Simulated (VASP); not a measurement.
# SiNi3 (Pm-3m) in VASP: a series of runs, part 2 of 2

VASP 6.6.1. The steps go on from the part before.

## 5. Single point, r2SCAN, collinear spin, ferromagnetic start

This run uses another cell than the first one, of 11.78 Å³/atom.

Contents of POSCAR:

```
SiNi3
1.0
    3.6114686170      0.0000000000      0.0000000000
    0.0000000000      3.6114686170      0.0000000000
    0.0000000000      0.0000000000      3.6114686170
Ni Si
3 1
Direct
    0.5000000000      0.5000000000      0.0000000000
    0.5000000000      0.0000000000      0.5000000000
    0.0000000000      0.5000000000      0.5000000000
    0.0000000000      0.0000000000      0.0000000000
```

Contents of INCAR.step1:

```
ALGO = Normal ; EDIFF = 1E-4
ENCUT = 520 ; GGA = PE
ISMEAR = -1 ; ISPIN = 2
LASPH = True ; LCHARG = False
LMAXMIX = 4 ; LREAL = False
LWAVE = True ; MAGMOM = 1 1 1 0
NBANDS = 29 ; NELM = 150
PREC = Accurate ; SIGMA = 0.05
```

Contents of INCAR.step2:

```
ALGO = Normal ; EDIFF = 1E-7
ENCUT = 520 ; ISIF = 2
ISMEAR = -1 ; ISPIN = 2
ISTART = 1 ; LASPH = True
LCHARG = True ; LELF = True
LMAXMIX = 4 ; LMIXTAU = True
LORBIT = 11 ; LREAL = False
LVHAR = True ; LWAVE = False
MAGMOM = 1 1 1 0 ; METAGGA = R2SCAN
NBANDS = 29 ; NELM = 150
PREC = Accurate ; SIGMA = 0.05
```

Contents of KPOINTS:

```
k-points
0
Gamma
  8 8 8
```

Run with:

```sh
$ cat potpaw_PBE.64/Ni/POTCAR potpaw_PBE.64/Si/POTCAR > POTCAR
$ cp INCAR.step1 INCAR
$ mpirun -np 1 vasp_std > vasp.out
$ cp INCAR.step2 INCAR
$ mpirun -np 1 vasp_std > vasp.out
```

Run time: 3.2 min. Hardware: 1 thread of Intel Xeon 6975P-C (Granite Rapids), shared host; peak memory 0.22 GiB.

Results (log left out):

```yaml
Free_energy: -45.9642 eV
Pressure: -21.8 GPa
Band_gap_on_the_k_mesh: zero (filled and empty bands overlap)
Net_moment: 0.00 μB per cell
Valence_electrons_inside_the_program's_atomic_spheres: Ni 9.34; Si 1.50
```

Levels at points of the mesh, in eV from the Fermi level:
Spin up:
| k point | band 14 | band 15 | band 16 | band 17 | band 18 | band 19 | band 20 | band 21 |
| --- | --- | --- | --- | --- | --- | --- | --- | --- |
| (0.00, 0.00, 0.00) | -0.65 | -0.65 | -0.33 | 0.03 | 0.03 | 0.03 | 4.43 | 6.16 |
| (0.50, 0.00, 0.00) | -1.18 | -1.08 | -0.59 | 0.03 | 3.41 | 3.41 | 5.08 | 5.28 |
| (0.50, 0.50, 0.00) | -1.34 | -1.02 | -0.92 | -0.84 | 0.56 | 0.56 | 5.30 | 6.37 |
| (0.50, 0.50, 0.50) | -1.14 | -1.14 | -0.26 | -0.21 | -0.21 | -0.21 | 0.98 | 3.84 |
Spin down:
| k point | band 15 | band 16 | band 17 | band 18 | band 19 | band 20 |
| --- | --- | --- | --- | --- | --- | --- |
| (0.00, 0.00, 0.00) | -0.65 | -0.33 | 0.03 | 0.03 | 0.03 | 4.43 |
| (0.50, 0.00, 0.00) | -1.08 | -0.59 | 0.03 | 3.41 | 3.41 | 5.08 |
| (0.50, 0.50, 0.00) | -1.02 | -0.92 | -0.84 | 0.56 | 0.56 | 5.30 |
| (0.50, 0.50, 0.50) | -1.14 | -0.26 | -0.21 | -0.21 | -0.21 | 0.98 |

Caveat: the cell stands under tension; the moments typed at the start vanished in this run; the PAW data sets were made with another functional, which shifts forces and pressure a little.

## 6. Relaxation of cell and atoms, PBE, collinear spin, ferromagnetic start, target pressure 2 GPa, at which the enthalpy is minimised

This run uses another cell than the first one, of 11.11 Å³/atom.

Contents of INCAR:

```
PREC = Accurate
ENCUT = 600
EDIFF = 1E-7
ISMEAR = -1
SIGMA = 0.05
LREAL = False
LASPH = True
NELM = 150
ALGO = Fast
ISIF = 3
LWAVE = False
LCHARG = False
ISPIN = 2
MAGMOM = 1 1 1 0
LORBIT = 11
LMAXMIX = 4
GGA = PE
IBRION = 2
NSW = 60
EDIFFG = -0.01
PSTRESS = 20.0
```

Contents of KPOINTS:

```
regular mesh
0
Gamma
  8 8 8
```

Contents of POSCAR:

```
SiNi3
1.0
    3.5420000000      0.0000000000      0.0000000000
    0.0000000000      3.5420000000      0.0000000000
    0.0000000000      0.0000000000      3.5420000000
Ni Si
3 1
Direct
    0.5000000000      0.5000000000      0.0000000000
    0.5000000000      0.0000000000      0.5000000000
    0.0000000000      0.5000000000      0.5000000000
    0.0000000000      0.0000000000      0.0000000000
```

Potentials or basis: VASP PAW PBE potentials, release 64 (Ni, Si).

Run with:

```sh
$ cat potpaw_PBE.64/Ni/POTCAR potpaw_PBE.64/Si/POTCAR > POTCAR
$ mpirun -np 1 vasp_std > vasp.out
```

OUTCAR:

```text
PREC = Accurate
   ENCUT = 600
   EDIFF = 1E-7
   ISMEAR = -1
   LREAL = False
   LASPH = True
   NELM = 150
   ISIF = 3
   ISPIN = 2
   LORBIT = 11
   GGA = PE
   IBRION = 2
   NSW = 60
   EDIFFG = -0.01
   PSTRESS = 20.0

 ion  position               nearest neighbor table
   1  0.500  0.500  0.000-   2 2.50   3 2.50   4 2.50   2 2.50   3 2.50   2 2.50   4 2.50   2 2.50
                             3 2.50   4 2.50   3 2.50   4 2.50
   2  0.500  0.000  0.500-   1 2.50   3 2.50   4 2.50   1 2.50   4 2.50   1 2.50   3 2.50   1 2.50
                             3 2.50   4 2.50   4 2.50   3 2.50
   3  0.000  0.500  0.500-   1 2.50   2 2.50   4 2.50   1 2.50   4 2.50   2 2.50   4 2.50   4 2.50
                             1 2.50   2 2.50   1 2.50   2 2.50
   4  0.000  0.000  0.000-   1 2.50   2 2.50   3 2.50   2 2.50   3 2.50   1 2.50   3 2.50   3 2.50
                             1 2.50   2 2.50   2 2.50   1 2.50

  LATTYP: Found a simple cubic cell.
 ALAT       =     3.5420000000

  Lattice vectors:

 A1 = (   3.5420000000,   0.0000000000,   0.0000000000)
 A2 = (   0.0000000000,   3.5420000000,   0.0000000000)
 A3 = (   0.0000000000,   0.0000000000,   3.5420000000)

Analysis of symmetry for initial positions (statically):
=====================================================================
 Subroutine PRICEL returns:
 Original cell was already a primitive cell.

 Routine SETGRP: Setting up the symmetry group for a
 simple cubic supercell.

 Subroutine GETGRP returns: Found 48 space group operations
 (whereof 48 operations were pure point group operations)
 out of a pool of 48 trial point group operations.

The static configuration has the point symmetry O_h .

Analysis of symmetry for dynamics (positions and initial velocities):
=====================================================================
 Subroutine PRICEL returns:
 Original cell was already a primitive cell.

 Routine SETGRP: Setting up the symmetry group for a
 simple cubic supercell.

 Subroutine GETGRP returns: Found 48 space group operations
 (whereof 48 operations were pure point group operations)
 out of a pool of 48 trial point group operations.

The dynamic configuration has the point symmetry O_h .

Analysis of structural, dynamic, and magnetic symmetry:
=====================================================================
 Subroutine PRICEL returns:
 Original cell was already a primitive cell.

 Routine SETGRP: Setting up the symmetry group for a
 simple cubic supercell.

 Subroutine GETGRP returns: Found 48 space group operations
 (whereof 48 operations were pure point group operations)
 out of a pool of 48 trial point group operations.

The overall configuration has the point symmetry O_h .

 Subroutine INISYM returns: Found 48 space group operations
 (whereof 48 operations are pure point group operations),
 and found     1 'primitive' translations

----------------------------------------------------------------------------------------

                                     Primitive cell

  volume of cell :      44.4371

  direct lattice vectors                    reciprocal lattice vectors
     3.542000000  0.000000000  0.000000000     0.282326369  0.000000000  0.000000000
     0.000000000  3.542000000  0.000000000     0.000000000  0.282326369  0.000000000
     0.000000000  0.000000000  3.542000000     0.000000000  0.000000000  0.282326369

  length of vectors
[... 74 lines left out ...]
   NGX,Y,Z   is equivalent  to a cutoff of  13.14, 13.14, 13.14 a.u.
   NGXF,Y,Z  is equivalent  to a cutoff of  26.28, 26.28, 26.28 a.u.
 SYSTEM =  unknown system
   PREC   = accura    normal or accurate (medium, high low for compatibility)
   ISTART =      0    job   : 0-new  1-cont  2-samecut
   ICHARG =      2    charge: 1-file 2-atom 10-const
   ISPIN  =      2    spin polarized calculation?
   LNONCOLLINEAR =      F non collinear calculations
   LSORBIT =      F    spin-orbit coupling
   LASPH  =      T    aspherical Exc in radial PAW
   ENCUT  =  600.0 eV  44.10 Ry    6.64 a.u.   7.07  7.07  7.07*2*pi/ulx,y,z
   NELM   =    150;   NELMIN=  2; NELMDL= -5     # of ELM steps
   EDIFF  = 0.1E-06   stopping-criterion for ELM
   LREAL  =      F    real-space projection
   EDIFFG = -.1E-01   stopping-criterion for IOM
   NSW    =     60    number of steps for IOM
   IBRION =      2    ionic relax: 0-MD 1-quasi-New 2-CG
   NFREE  =      1    steps in history (QN), initial steepest desc. (CG)
   ISIF   =      3    stress and relaxation
   ISYM   =      2    0-nonsym 1-usesym 2-fastsym
   POTIM  = 0.5000    time-step for ionic-motion
   TEBEG  =    0.0;   TEEND  =   0.0 temperature during run
   PSTRESS=   20.0 pullay stress
   NELECT =      34.0000    total number of electrons
   NUPDOWN=      -1.0000    fix difference up-down
   EMIN   =  10.00;   EMAX   =-10.00  energy-range for DOS
   EFERMI =   0.00;   METHOD = LEGACY
   ISMEAR =    -1;   SIGMA  =   0.05  broadening in eV -4-tet -1-fermi 0-gaus
   EFERMI_NEDOS =   21; number of points for ismear=-14 and -15
   IALGO  =     68    algorithm
   IMIX   =      4    mixing-type and parameters
     AMIX     =   0.40;   BMIX     =  1.00
     AMIX_MAG =   1.60;   BMIX_MAG =  1.00
  volume/ion in A,a.u.               =      11.11        74.97
  Fermi-wavevector in a.u.,A,eV,Ry     =   1.497336  2.829555 30.504465  2.242015
  Thomas-Fermi vector in A             =   2.609237
   LORBIT       =     11    0 simple, 1 ext, 2 COOP (PROOUT), +10 PAW based schemes
   GGA     = PE    functional components
   LHFCALC =     F    Hartree Fock is set to
   AEXX    =    0.0000 exact exchange contribution
   IVDW    =     0    specifies the selected vdW correction
   LEPSILON=     F    determine dielectric tensor
   LRPA    =     F    only Hartree local field effects (RPA)
 conjugate gradient relaxation of ions
 spin polarized calculation
 RMM-DIIS sequential band-by-band and
  energy-cutoff  :      600.00
  volume of cell :       44.44
 maximum number of plane-waves:      1503
   NGX = 15   NGY = 15   NGZ = 15

--------------------------------------- Ionic step        1  -------------------------------------------

 number of electron      33.9999988 magnetization      -0.0018218

 number of electron      33.9999988 magnetization       0.0001153

 Free energy of the ion-electron system (eV)
  ---------------------------------------------------
  ext. energy  EPLUGINS =         0.00000000
  ---------------------------------------------------
  free energy    TOTEN  =       -23.66172395 eV

  energy without entropy =      -23.64307953  energy(sigma->0) =      -23.65240174

------------------------ aborting loop because EDIFF is reached ----------------------------------------

  FORCE on cell =-STRESS in cart. coord.  units (eV):
  Direction    XX          YY          ZZ          XY          YZ          ZX
  --------------------------------------------------------------------------------------
  -------------------------------------------------------------------------------------
  Total       -1.6627466     -1.6627466     -1.6627466     -0.0000000     -0.0000000     -0.0000000
  in kB      -59.9502489    -59.9502489    -59.9502489     -0.0000000     -0.0000000     -0.0000000
  external PRESSURE =     -79.9502489 kB  Pullay stress =      20.0000000 kB
[... 71 lines left out ...]
 number of electron      33.9999977 magnetization       0.0000029

 number of electron      33.9999977 magnetization      -0.0000005

 Free energy of the ion-electron system (eV)
  ---------------------------------------------------
  ext. energy  EPLUGINS =         0.00000000
  ---------------------------------------------------
  free energy    TOTEN  =       -23.68553609 eV

  energy without entropy =      -23.66751536  energy(sigma->0) =      -23.67652573

 E-fermi :  10.7851     XC(G=0): -13.1456

 val. band max:       10.7231517637   @ k =   0.1250   0.1250   0.0000
 cond. band min:      10.7961632576   @ k =   0.5000   0.3750   0.3750
 fundamental gap:      0.0730114940
 Fermi energy:        10.7851089794

 spin component 1

 k-point     1 :       0.0000    0.0000    0.0000
  band No.  band energies     occupation
      1      -1.2090      1.00000
      2       5.8593      1.00000
      3       6.6839      1.00000
      4       6.6839      1.00000
      5       7.2076      1.00000
      6       7.2076      1.00000
[... 613 lines left out ...]
     22      18.0187      0.00000
     23      18.9770      0.00000

 [... further k-points ...]

 spin component 2

 k-point     1 :       0.0000    0.0000    0.0000
  band No.  band energies     occupation
      1      -1.2090      1.00000
      2       5.8593      1.00000
      3       6.6839      1.00000
      4       6.6839      1.00000
      5       7.2076      1.00000
      6       7.2076      1.00000
[... 650 lines left out ...]
  energy  without entropy=      -23.6675153646  energy(sigma->0) =      -23.67652573

  enthalpy is  TOTEN    =       -23.1521553278 eV   P V=        0.5333807648

 reached required accuracy - stopping structural energy minimisation

 total charge

# of ion       s       p       d       tot
------------------------------------------
    1        0.489   0.579   8.415   9.483
    2        0.489   0.579   8.415   9.483
    3        0.489   0.579   8.415   9.483
    4        0.730   0.827   0.000   1.556
--------------------------------------------------
tot          2.195   2.564  25.246  30.005

 magnetization (x)

# of ion       s       p       d       tot
------------------------------------------
    1       -0.000  -0.000   0.000   0.000
    2       -0.000  -0.000   0.000   0.000
    3       -0.000  -0.000   0.000   0.000
    4        0.000   0.000   0.000   0.000
--------------------------------------------------
tot         -0.000  -0.000   0.000   0.000
```

OSZICAR:

```text
N       E                     dE             d eps       ncg     rms          rms(c)
DAV:   1     0.205590800063E+03    0.20559E+03   -0.16633E+04  3260   0.213E+03
DAV:   2    -0.167097064974E+02   -0.22230E+03   -0.21212E+03  3220   0.360E+02
DAV:   3    -0.269319539124E+02   -0.10222E+02   -0.97733E+01  3654   0.104E+02
DAV:   4    -0.271134812634E+02   -0.18153E+00   -0.18119E+00  3666   0.119E+01
[... 42 lines left out ...]
RMM:   8    -0.236855310383E+02   -0.32644E-04   -0.31705E-04  3650   0.113E-01    0.109E-02
RMM:   9    -0.236855354905E+02   -0.44522E-05   -0.35304E-05  3754   0.450E-02    0.778E-03
RMM:  10    -0.236855363482E+02   -0.85773E-06   -0.87277E-06  3516   0.196E-02    0.300E-03
RMM:  11    -0.236855360812E+02    0.26707E-06   -0.10356E-06  2812   0.629E-03    0.144E-03
RMM:  12    -0.236855360926E+02   -0.11403E-07   -0.15052E-07  2056   0.365E-03
   3 F= -.23152155E+02 E0= -.23143145E+02  d E =-.451402E-01  mag=     0.0000
```

CONTCAR:

```text
SiNi3
   1.00000000000000
     3.4960098331358078   -0.0000000000000000   -0.0000000000000000
    -0.0000000000000000    3.4960098331358078   -0.0000000000000000
     0.0000000000000000   -0.0000000000000000    3.4960098331358078
  Ni              Si
     3     1
Direct
     0.5000000000000000    0.5000000000000000    0.0000000000000000
     0.5000000000000000    0.0000000000000000    0.5000000000000000
     0.0000000000000000    0.5000000000000000    0.5000000000000000
     0.0000000000000000    0.0000000000000000    0.0000000000000000

  0.00000000E+00  0.00000000E+00  0.00000000E+00
  0.00000000E+00  0.00000000E+00  0.00000000E+00
  0.00000000E+00  0.00000000E+00  0.00000000E+00
  0.00000000E+00  0.00000000E+00  0.00000000E+00
```

Run time: 2.2 min. Hardware: 1 thread of Intel Xeon Platinum 8559C (Emerald Rapids), shared host; peak memory 0.21 GiB.

Results:

- Free energy: -23.6855 eV
- Relaxed volume: 10.68 Å³/atom
- Relaxed cell: a = 3.496 Å, b = 3.496 Å, c = 3.496 Å, α = 90.00°, β = 90.00°, γ = 90.00°
- Space group after relaxing (to 0.1 Å): Pm-3m (No. 221)
- Energy change on relaxing (the run minimises the enthalpy): -6.0 meV/atom
- Ionic steps: 3
- Pressure after relaxing: 1.9 GPa
- Band gap on the k mesh: zero (filled and empty bands overlap)
- Net moment: 0.00 μB per cell
- Valence electrons inside the program's atomic spheres: Ni 9.48; Si 1.56

The path:
```csv
step,energy change (eV),largest force (eV/Å),pressure (GPa),volume (Å³)
1,0.0000,0.0000,-6.00,44.44
2,0.0508,0.0000,11.79,40.97
3,-0.0238,0.0000,1.87,42.73
```

Final structure:
```cif
data_structure
_symmetry_space_group_name_H-M 'P 1'
_symmetry_Int_Tables_number 1
_cell_length_a 3.4960
_cell_length_b 3.4960
_cell_length_c 3.4960
_cell_angle_alpha 90.000
_cell_angle_beta 90.000
_cell_angle_gamma 90.000
_cell_volume 42.73
loop_
_atom_site_label
_atom_site_type_symbol
_atom_site_fract_x
_atom_site_fract_y
_atom_site_fract_z
_atom_site_occupancy
Ni1 Ni 0.50000 0.50000 0.00000 1
Ni2 Ni 0.50000 0.00000 0.50000 1
Ni3 Ni 0.00000 0.50000 0.50000 1
Si1 Si 0.00000 0.00000 0.00000 1
```

Levels at points of the mesh, in eV from the Fermi level:
Spin up:
| k point | band 15 | band 16 | band 17 | band 18 | band 19 | band 20 |
| --- | --- | --- | --- | --- | --- | --- |
| (0.00, 0.00, 0.00) | -0.63 | -0.30 | 0.03 | 0.03 | 0.03 | 4.91 |
| (0.50, 0.00, 0.00) | -1.16 | -0.57 | 0.03 | 3.63 | 3.63 | 5.27 |
| (0.50, 0.50, 0.00) | -1.12 | -1.03 | -0.96 | 0.66 | 0.66 | 5.64 |
| (0.50, 0.50, 0.50) | -1.26 | -0.41 | -0.21 | -0.21 | -0.21 | 1.24 |
Spin down:
```tsv
k point	band 13	band 14	band 15	band 16	band 17	band 18	band 19	band 20	band 21	band 22
(0.00, 0.00, 0.00)	-0.89	-0.63	-0.63	-0.30	0.03	0.03	0.03	4.91	6.37	6.37
(0.50, 0.00, 0.00)	-1.33	-1.31	-1.16	-0.57	0.03	3.63	3.63	5.27	5.29	5.29
(0.50, 0.50, 0.00)	-1.45	-1.44	-1.12	-1.03	-0.96	0.66	0.66	5.64	6.38	7.70
(0.50, 0.50, 0.50)	-1.46	-1.26	-1.26	-0.41	-0.21	-0.21	-0.21	1.24	4.06	4.06
```

Caveat: the cell is relaxed towards a set pressure, so the run minimises the enthalpy, not the energy; the moments typed at the start vanished in this run.

## 7. The runs side by side

| task | level | cell | cutoff (eV) | gap on the mesh (eV) | pressure (GPa) | moment (μB) |
| --- | --- | --- | --- | --- | --- | --- |
| single point | r2SCAN | a = 3.494 Å, 4 atoms | 520 | none | -5.3 | 0.00 |
| single point | r2SCAN | a = 3.565 Å, 4 atoms | 520 | none | -16.4 | 0.00 |
| single point | r2SCAN | a = 3.589 Å, 4 atoms | 520 | none | -19.3 | 0.00 |
| single point | r2SCAN | a = 3.611 Å, 4 atoms | 520 | none | -21.8 | 0.00 |
| relaxation of cell and atoms | PBE | relaxed to 2 GPa from a = 3.542 Å, 4 atoms | 600 | none | 1.9 | 0.00 |

Alike in all rows: potentials or basis VASP PAW PBE potentials, release 64 (Ni, Si); spin collinear, ferromagnetic start; k mesh 8 × 8 × 8; smearing fermi-dirac 0.05 eV.

Caveats: the moments typed at the start vanished in this run; the cell stands under tension (at least some runs); the PAW data sets were made with another functional, which shifts forces and pressure a little (at least some runs); the cell is relaxed towards a set pressure, so the run minimises the enthalpy, not the energy (at least some runs).

Absolute energies hang on the potentials; compare differences alone.

The gap in the log of VASP goes by the Fermi energy; the results here count the filled bands.